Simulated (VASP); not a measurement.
**Au: single point with revPBE**

Au:

```
Au
1.0
    -1.65727    1.65727    1.65727
     1.65727   -1.65727    1.65727
     1.65727    1.65727   -1.65727
Au
1
Direct
  0.00000 0.00000 0.00000
```

* Program: VASP 6.6.1
* Task: single point
* Functional: revPBE
* Potentials or basis: VASP PAW PBE potentials, release 64 (Au)
* Cutoff: 520 eV
* k mesh: 11 × 11 × 11
* Occupations: fermi-dirac, width 0.05 eV
* Spin: no spin polarisation

```
Pressure : 1.6 GPa
```

Levels at points of the mesh, in eV from the Fermi level:
```tsv
k point	band 1	band 2	band 3	band 4	band 5	band 6	band 7	band 8	band 9	band 10
(0.00, 0.00, 0.00)	-9.04	-4.41	-4.41	-4.41	-2.68	-2.68	16.60	16.60	16.60	23.30
```

Run time: 11 s on 1 thread of Intel Xeon 8259CL, with other jobs on the host, peak memory 0.14 GiB.

Caveat: the PAW data sets were made with another functional, which shifts forces and pressure a little; spin-orbit coupling is left out, which moves the levels of the heavy elements.
